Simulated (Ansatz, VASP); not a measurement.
## One calculation of Pb, two programs

```
Pb
1.0
     0.00000    2.50409    2.50409
     2.50409    0.00000    2.50409
     2.50409    2.50409    0.00000
Pb
1
Direct
  0.00000 0.00000 0.00000
```

Alike in both runs: task single point; functional PBE; dispersion D3(BJ); k mesh 14 × 14 × 14; occupations gaussian, width 0.1 eV; no spin polarisation.

|  | VASP | Ansatz |
| --- | --- | --- |
| version | VASP 6.6.1 | Ansatz 0.2.0 |
| potentials or method | VASP PAW PBE potentials, release 64 (Pb_d), cutoff 520 eV | scalar-relativistic, plane waves, PAW |
| valence electrons in the cell | 14 | 14 |

```csv
,VASP,Ansatz,Ansatz less VASP
gap on the k mesh at the Fermi level (eV),none,none,-
pressure (GPa),-1.3,-1.2,+0.01
```

A gap of «none» marks a metal or a gap that the smearing closes.

Spin-orbit coupling is off throughout.
